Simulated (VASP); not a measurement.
# Ta: single point with LDA

Crystal: Ta.

```xyz
1
Lattice="-1.6266 1.6266 1.6266 1.6266 -1.6266 1.6266 1.6266 1.6266 -1.6266" Properties=species:S:1:pos:R:3 pbc="T T T"
Ta    0.0000    0.0000    0.0000
```

- Program: VASP 6.6.1
- Task: single point
- Functional: LDA
- Potentials or basis: VASP PAW LDA potentials, release 64 (Ta_pv)
- Cutoff: 520 eV
- k mesh: 18 × 18 × 18
- Occupations: fermi-dirac, width 0.08 eV
- Spin: no spin polarisation
- Dipole correction: no
- Further INCAR settings: ALGO = Normal; EDIFF = 1e-06; NBANDS = 12

- Pressure: 0.9 GPa

Levels at points of the mesh, in eV from the Fermi level:
```
           k point  band 2  band 3  band 4  band 5  band 6  band 7  band 8  band 9  band 10  band 11
(0.00, 0.00, 0.00)  -32.72  -32.72   -8.02    0.66    0.66    0.66    4.08    4.08    13.84    15.28
(0.50, 0.00, 0.00)  -33.17  -32.74   -4.58   -1.73    1.96    4.00    5.06    8.20    12.23    12.44
(0.50, 0.50, 0.50)  -33.68  -33.68   -4.10   -4.10    7.16    7.16    7.16    9.17     9.17     9.17
```

Run time: 19 s on 1 thread of Intel(R) Xeon(R) Platinum 8259CL CPU @ 2.50GHz (Skylake/Cascade Lake), with other jobs on the host, peak memory 0.16 GiB.

Caveat: spin-orbit coupling is left out, which moves the levels of the heavy elements.
